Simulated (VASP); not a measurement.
# Nb (I4/mmm) in VASP: further runs

The runs below take Nb through single point, with LDA.

Program: VASP 6.6.1. These are calculated values, not measurements. Logs are shortened: lines on timing, memory, paths and dates and some standing lists are left out, and cuts for length are marked.

## Step 1: The cell of the first run

Symmetry: I4/mmm, No. 139, tetragonal system. Conventional cell: a = 3.021 Å, b = 3.021 Å, c = 4.230 Å, α = 90.00°, β = 90.00°, γ = 90.00°. Nb (site symmetry 4/mmm) has 12 Nb at 3.01 to 3.02 Å within 4.0 Å.

## Step 2: Single point, LDA (equal xx and yy strain of +1 %)

Contents of INCAR:

```
ALGO = Normal
EDIFF = 1E-6
ENCUT = 520
ISIF = 2
ISMEAR = -1
LASPH = T
LCHARG = F
LREAL = F
LWAVE = F
NBANDS = 12
NELM = 60
PREC = Accurate
SIGMA = 0.03
```

Contents of KPOINTS:

```
k-points
0
Gamma
  13 13 13
```

Contents of POSCAR:

```
Nb
1.0
    0.0000000000      2.1361500000      2.1150000000
    2.1361500000      0.0000000000      2.1150000000
    2.1361500000      2.1361500000      0.0000000000
Nb
1
Direct
    0.0000000000      0.0000000000      0.0000000000
```

Potentials or basis: VASP PAW LDA potentials, release 64 (Nb_sv).

Launch:

```sh
$ cat potpaw_LDA.64/Nb_sv/POTCAR > POTCAR
$ mpirun -np 1 vasp_std > vasp.out
```

OUTCAR:

```text
EDIFF = 1E-6
   ENCUT = 520
   ISIF = 2
   ISMEAR = -1
   LASPH = T
   LREAL = F
   NELM = 60
   PREC = Accurate

 ion  position               nearest neighbor table
   1  0.000  0.000  0.000-

  LATTYP: Found a body centered tetragonal cell.
 ALAT       =     3.0209723013
 C/A-ratio  =     1.4002114479

  Lattice vectors:

 A1 = (   0.0000000000,  -2.1361500000,  -2.1150000000)
 A2 = (   0.0000000000,   2.1361500000,  -2.1150000000)
 A3 = (   2.1361500000,   0.0000000000,   2.1150000000)

Analysis of symmetry for initial positions (statically):
=====================================================================
 Subroutine PRICEL returns:
 Original cell was already a primitive cell.

 Routine SETGRP: Setting up the symmetry group for a
 body centered tetragonal supercell.

 Subroutine GETGRP returns: Found 16 space group operations
 (whereof 16 operations were pure point group operations)
 out of a pool of 16 trial point group operations.

The static configuration has the point symmetry D_4h.

Analysis of symmetry for dynamics (positions and initial velocities):
=====================================================================
 Subroutine PRICEL returns:
 Original cell was already a primitive cell.

 Routine SETGRP: Setting up the symmetry group for a
 body centered tetragonal supercell.

 Subroutine GETGRP returns: Found 16 space group operations
 (whereof 16 operations were pure point group operations)
 out of a pool of 16 trial point group operations.

The dynamic configuration has the point symmetry D_4h.

 Subroutine INISYM returns: Found 16 space group operations
 (whereof 16 operations are pure point group operations),
 and found     1 'primitive' translations

----------------------------------------------------------------------------------------

                                     Primitive cell

  volume of cell :      19.3021

  direct lattice vectors                    reciprocal lattice vectors
     0.000000000  2.136150000  2.115000000    -0.234065960  0.234065960  0.236406619
     2.136150000  0.000000000  2.115000000     0.234065960 -0.234065960  0.236406619
     2.136150000  2.136150000  0.000000000     0.234065960  0.234065960 -0.236406619

  length of vectors
     3.006054195  3.006054195  3.020972301     0.406770005  0.406770005  0.406770005

  position of ions in fractional coordinates (direct lattice)
     0.000000000  0.000000000  0.000000000

  ion indices of the primitive-cell ions
   primitive index   ion index
                 1           1

----------------------------------------------------------------------------------------

 KPOINTS: k-points

Automatic generation of k-mesh.
 Grid dimensions read from file:
 generate k-points for:   13   13   13

 Generating k-lattice:

  Cartesian coordinates                     Fractional coordinates (reciprocal lattice)
    -0.018005074  0.018005074  0.018185125     0.076923077 -0.000000000  0.000000000
     0.018005074 -0.018005074  0.018185125    -0.000000000  0.076923077  0.000000000
     0.018005074  0.018005074 -0.018185125     0.000000000  0.000000000  0.076923077

  Length of vectors
     0.031290000  0.031290000  0.031290000

  Shift w.r.t. Gamma in fractional coordinates (k-lattice)
     0.000000000  0.000000000  0.000000000

 Subroutine IBZKPT returns following result:
 ===========================================

 Found    196 irreducible k-points:

 Following reciprocal coordinates:
            Coordinates               Weight
  0.000000  0.000000  0.000000      1.000000
  0.076923  0.000000  0.000000      8.000000
  0.153846 -0.000000  0.000000      8.000000
  0.230769  0.000000  0.000000      8.000000
  0.307692 -0.000000  0.000000      8.000000
  0.384615  0.000000  0.000000      8.000000
[... 16 lines left out ...]
  0.384615  0.153846  0.000000      8.000000
  0.461538  0.153846  0.000000      8.000000
 [... further k-points ...]
   k-points           NKPTS =    196   k-points in BZ     NKDIM =    196   number of bands    NBANDS=     12
   number of dos      NEDOS =    301   number of ions     NIONS =      1
   total plane-waves  NPLWV =  13824
   dimension x,y,z NGX =    24 NGY =   24 NGZ =   24
   dimension x,y,z NGXF=    48 NGYF=   48 NGZF=   48
   ions per type =               1
   NGX,Y,Z   is equivalent  to a cutoff of  13.27, 13.27, 13.21 a.u.
   NGXF,Y,Z  is equivalent  to a cutoff of  26.55, 26.55, 26.41 a.u.
 SYSTEM =  unknown system
   PREC   = accura    normal or accurate (medium, high low for compatibility)
   ISTART =      0    job   : 0-new  1-cont  2-samecut
   ICHARG =      2    charge: 1-file 2-atom 10-const
   ISPIN  =      1    spin polarized calculation?
   LNONCOLLINEAR =      F non collinear calculations
   LSORBIT =      F    spin-orbit coupling
   LASPH  =      T    aspherical Exc in radial PAW
   ENCUT  =  520.0 eV  38.22 Ry    6.18 a.u.   5.59  5.59  5.62*2*pi/ulx,y,z
   NELM   =     60;   NELMIN=  2; NELMDL= -5     # of ELM steps
   EDIFF  = 0.1E-05   stopping-criterion for ELM
   LREAL  =      F    real-space projection
   EDIFFG = 0.1E-04   stopping-criterion for IOM
   NSW    =      0    number of steps for IOM
   IBRION =     -1    ionic relax: 0-MD 1-quasi-New 2-CG
   NFREE  =      0    steps in history (QN), initial steepest desc. (CG)
   ISIF   =      2    stress and relaxation
   ISYM   =      2    0-nonsym 1-usesym 2-fastsym
   POTIM  = 0.5000    time-step for ionic-motion
   TEBEG  =    0.0;   TEEND  =   0.0 temperature during run
   PSTRESS=    0.0 pullay stress
   NELECT =      13.0000    total number of electrons
   NUPDOWN=      -1.0000    fix difference up-down
   EMIN   =  10.00;   EMAX   =-10.00  energy-range for DOS
   EFERMI =   0.00;   METHOD = LEGACY
   ISMEAR =    -1;   SIGMA  =   0.03  broadening in eV -4-tet -1-fermi 0-gaus
   EFERMI_NEDOS =   21; number of points for ismear=-14 and -15
   IALGO  =     38    algorithm
   IMIX   =      4    mixing-type and parameters
     AMIX     =   0.40;   BMIX     =  1.00
     AMIX_MAG =   1.60;   BMIX_MAG =  1.00
  volume/ion in A,a.u.               =      19.30       130.26
  Fermi-wavevector in a.u.,A,eV,Ry     =   1.435009  2.711774 28.017813  2.059251
  Thomas-Fermi vector in A             =   2.554355
   LORBIT       =      0    0 simple, 1 ext, 2 COOP (PROOUT), +10 PAW based schemes
   GGA     = CA    functional components
   LHFCALC =     F    Hartree Fock is set to
   AEXX    =    0.0000 exact exchange contribution
   IVDW    =     0    specifies the selected vdW correction
   LEPSILON=     F    determine dielectric tensor
   LRPA    =     F    only Hartree local field effects (RPA)
 non-spin polarized calculation
  energy-cutoff  :      520.00
  volume of cell :       19.30
 maximum number of plane-waves:       533
   NGX = 11   NGY = 11   NGZ = 11

 number of electron      13.0000000 magnetization

 Free energy of the ion-electron system (eV)
  ---------------------------------------------------
  ext. energy  EPLUGINS =         0.00000000
  ---------------------------------------------------
  free energy    TOTEN  =       -10.82294113 eV

  energy without entropy =      -10.81767856  energy(sigma->0) =      -10.82030985

 E-fermi :  10.3462     XC(G=0): -12.3665

 val. band max:       10.3354346283   @ k =  -0.3077   0.4615   0.1538
 cond. band min:      10.3534078281   @ k =   0.4615   0.0769   0.3077
 fundamental gap:      0.0179731997
 Fermi energy:        10.3462086626

 k-point     1 :       0.0000    0.0000    0.0000
  band No.  band energies     occupation
      1     -44.1376      2.00000
      2     -19.7298      2.00000
      3     -19.7295      2.00000
      4     -19.7295      2.00000
      5       4.2527      2.00000
      6      10.4434      0.07552
      7      10.4434      0.07551
      8      10.5554      0.00187
      9      12.8765      0.00000
     10      13.0220      0.00000
     11      22.2300      0.00000
     12      26.7185      0.00000

 k-point     2 :       0.0769    0.0000    0.0000
  band No.  band energies     occupation
      1     -44.1277      2.00000
      2     -19.7968      2.00000
      3     -19.7384      2.00000
      4     -19.7376      2.00000
      5       4.4660      2.00000
      6      10.3136      1.49522
      7      10.5396      0.00317
      8      10.6226      0.00020
      9      12.7985      0.00000
     10      12.9355      0.00000
     11      22.6515      0.00000
     12      25.9544      0.00000

 k-point     3 :       0.1538   -0.0000    0.0000
  band No.  band energies     occupation
      1     -44.1000      2.00000
      2     -19.9800      2.00000
      3     -19.7627      2.00000
      4     -19.7596      2.00000
      5       5.0544      2.00000
      6       9.9654      1.99999
      7      10.7443      0.00000
      8      10.8297      0.00000
      9      12.6919      0.00000
     10      12.7992      0.00000
     11      23.5831      0.00000
     12      24.6698      0.00000
[... 286 lines left out ...]
 k-point    23 :       0.3846    0.1538    0.0000
  band No.  band energies     occupation
      1     -43.9828      2.00000
      2     -20.5549      2.00000
      3     -19.9400      2.00000
      4     -19.9295      2.00000
      5       7.1326      2.00000
      6       9.2010      2.00000
      7      10.1801      1.99216
      8      11.2596      0.00000
      9      14.0408      0.00000
     10      14.5669      0.00000
     11      22.3021      0.00000
     12      24.8342      0.00000

 k-point    24 :       0.4615    0.1538    0.0000
  band No.  band energies     occupation
      1     -43.9557      2.00000
      2     -20.6983      2.00000
      3     -19.9918      2.00000
      4     -19.9394      2.00000
      5       7.2594      2.00000
      6       9.4238      2.00000
      7      10.3788      0.50453
      8      11.0342      0.00000
      9      14.9618      0.00000
     10      15.3599      0.00000
     11      20.7878      0.00000
     12      23.8458      0.00000

 [... further k-points ...]
[... 5 lines left out ...]
  --------------------------------------------------------------------------------------
  -------------------------------------------------------------------------------------
  Total       -1.4889148     -1.4889148     -1.8062133      0.0000000      0.0000000     -0.0000000
  in kB     -123.5880799   -123.5880799   -149.9255861      0.0000000      0.0000000     -0.0000000
  external PRESSURE =    -132.3672486 kB  Pullay stress =       0.0000000 kB

 VOLUME and BASIS-vectors are now :
 -----------------------------------------------------------------------------
  energy-cutoff  :      520.00
  volume of cell :       19.30
      direct lattice vectors                 reciprocal lattice vectors
     0.000000000  2.136150000  2.115000000    -0.234065960  0.234065960  0.236406619
     2.136150000  0.000000000  2.115000000     0.234065960 -0.234065960  0.236406619
     2.136150000  2.136150000  0.000000000     0.234065960  0.234065960 -0.236406619

 POSITION                                       TOTAL-FORCE (eV/Angst)
 -----------------------------------------------------------------------------------
      0.00000      0.00000      0.00000        -0.000000     -0.000000      0.000000
 -----------------------------------------------------------------------------------
    total drift:                                0.000000      0.000000      0.000000

  FREE ENERGIE OF THE ION-ELECTRON SYSTEM (eV)
  ---------------------------------------------------
  free  energy   TOTEN  =       -10.8229411312 eV

  energy  without entropy=      -10.8176785617  energy(sigma->0) =      -10.82030985
```

It took 47 s on 1 thread of Intel Xeon 8259CL, shared host; peak memory 0.16 GiB.

Results:

```
Free energy            : -10.8229 eV
Pressure               : -13.2 GPa
Band gap on the k mesh : zero (an odd number of electrons rules out a gap without spin polarisation)
```

Levels at points of the mesh, in eV from the Fermi level:
```
           k point  band 3  band 4  band 5  band 6  band 7  band 8  band 9  band 10
(0.00, 0.00, 0.00)  -30.08  -30.08   -6.09    0.10    0.10    0.21    2.53     2.68
```

Caveat: the cell differs from its parent crystal (equal xx and yy strain of +1 %); the cell stands under tension.

## Step 3: Single point, LDA (equal xx and yy strain of +2 %)

Contents of INCAR:

```
ALGO     = Normal         # electronic algorithm
EDIFF    = 1E-6           # SCF threshold, eV
ENCUT    = 520            # plane-wave cutoff, eV
GGA      = CA             # functional
ISIF     = 2              # what is computed and relaxed
ISMEAR   = -1             # smearing method
LASPH    = T              # aspherical terms in the spheres
LCHARG   = T              # write CHGCAR
LELF     = T              # ELF
LREAL    = F              # projectors in reciprocal space
LVHAR    = T            
LWAVE    = F              # write WAVECAR
NBANDS   = 12             # bands
NELM     = 100            # most SCF steps
PREC     = Accurate       # precision mode
SIGMA    = 0.03           # smearing width, eV
```

KPOINTS is that of step 2.

Contents of POSCAR:

```
Nb
1.0
    0.0000000000      2.1573000000      2.1150000000
    2.1573000000      0.0000000000      2.1150000000
    2.1573000000      2.1573000000      0.0000000000
Nb
1
Direct
    0.0000000000      0.0000000000      0.0000000000
```

Potentials or basis: VASP PAW LDA potentials, release 64 (Nb_sv).

Launch:

```sh
$ cat potpaw_LDA.64/Nb_sv/POTCAR > POTCAR
$ mpirun -np 1 vasp_std > vasp.out
```

Wall time 49 s (1 thread of Intel Xeon 8259CL, shared host); peak memory 0.16 GiB.

It converged, with:

```
Free energy            : -10.7913 eV
Pressure               : -15.8 GPa
Band gap on the k mesh : zero (an odd number of electrons rules out a gap without spin polarisation)
```

Stress tensor (GPa, compression positive):
```
-14.23   0.00   0.00
  0.00 -14.23   0.00
  0.00   0.00 -18.99
```

Levels at points of the mesh, in eV from the Fermi level:
```
           k point  band 2  band 3  band 4  band 5  band 6  band 7  band 8  band 9  band 10  band 11
(0.00, 0.00, 0.00)  -30.13  -30.13  -30.13   -6.04    0.08    0.08    0.30    2.41     2.69    11.87
```

Caveat: the cell differs from its parent crystal (equal xx and yy strain of +2 %); the cell stands under tension.
